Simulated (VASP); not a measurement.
**Ga4SbP3: single point with r2SCAN**

Crystal: Ga4SbP3.

```xyz
8
Lattice="3.9730 0.0000 0.0000 0.0000 7.9538 0.0000 0.0000 0.0000 5.6102" Properties=species:S:1:pos:R:3 pbc="T T T"
P     0.0000    1.8968    0.0025
P     1.9865    0.0000    2.8112
P     0.0000    6.0569    0.0025
Ga    1.9865    1.8331    4.2805
Ga    0.0000    0.0000    1.4713
Ga    1.9865    6.1207    4.2805
Ga    0.0000    3.9769    1.1765
Sb    1.9865    3.9769    2.8055
```

```yaml
Program: VASP 6.6.1
Task: single point
Functional: r2SCAN
Potentials_or_basis: VASP PAW PBE potentials, release 64 (P, Ga_d, Sb)
Cutoff: 520 eV
k_mesh: 6 × 4 × 4
Occupations: fermi-dirac, width 0.02 eV
Spin: no spin polarisation
Dipole_correction: no
Further_INCAR_settings: ALGO = Normal; EDIFF = 1e-07; NBANDS = 46
```

```json
{
 "Pressure": "0.0 GPa",
 "Largest force": "0.009 eV/Å",
 "Band gap on the k mesh": "0.83 eV (least direct gap 0.87 eV)"
}
```

Forces on the atoms (eV/Å):
```
P    0.000 -0.001  0.000
P    0.000  0.000  0.004
P    0.000  0.001  0.000
Ga   0.000 -0.002  0.002
Ga   0.000  0.000 -0.003
Ga   0.000  0.002  0.002
Ga   0.000  0.000 -0.009
Sb   0.000  0.000  0.003
```

Levels at points of the mesh, in eV from the valence-band top:
```csv
k point,band 32,band 33,band 34,band 35,band 36,band 37,band 38,band 39,band 40,band 41
"(0.00, 0.00, 0.00)",-2.17,-1.61,-0.55,-0.45,-0.02,0.85,1.18,1.50,2.31,3.09
"(0.50, 0.00, 0.00)",-3.34,-3.14,-2.92,-2.18,-1.25,1.11,1.30,1.36,1.45,2.22
"(0.00, 0.50, 0.00)",-2.70,-2.00,-1.76,-1.25,0.00,1.36,1.74,2.14,3.19,3.52
"(0.50, 0.50, 0.00)",-3.43,-3.43,-3.04,-2.76,-2.65,2.12,2.44,2.45,2.46,2.89
"(0.00, 0.00, 0.50)",-2.11,-2.11,-1.61,-1.43,-0.61,0.92,1.11,1.49,1.98,3.03
"(0.50, 0.00, 0.50)",-3.97,-2.12,-1.71,-1.65,-1.20,0.83,1.41,3.85,4.10,4.19
"(0.00, 0.50, 0.50)",-2.34,-2.19,-2.15,-1.95,-0.70,1.84,2.03,2.04,3.03,3.74
"(0.50, 0.50, 0.50)",-3.40,-2.68,-2.61,-2.38,-2.23,2.71,2.87,3.04,3.17,3.44
```

Run time: 34 min on 1 thread of AMD EPYC 9755 128-Core Processor, with other jobs on the host, peak memory 0.42 GiB.

Caveat: the PAW data sets were made with another functional, which shifts forces and pressure a little; spin-orbit coupling is left out, which moves the levels of the heavy elements. A k mesh can miss the band edges.
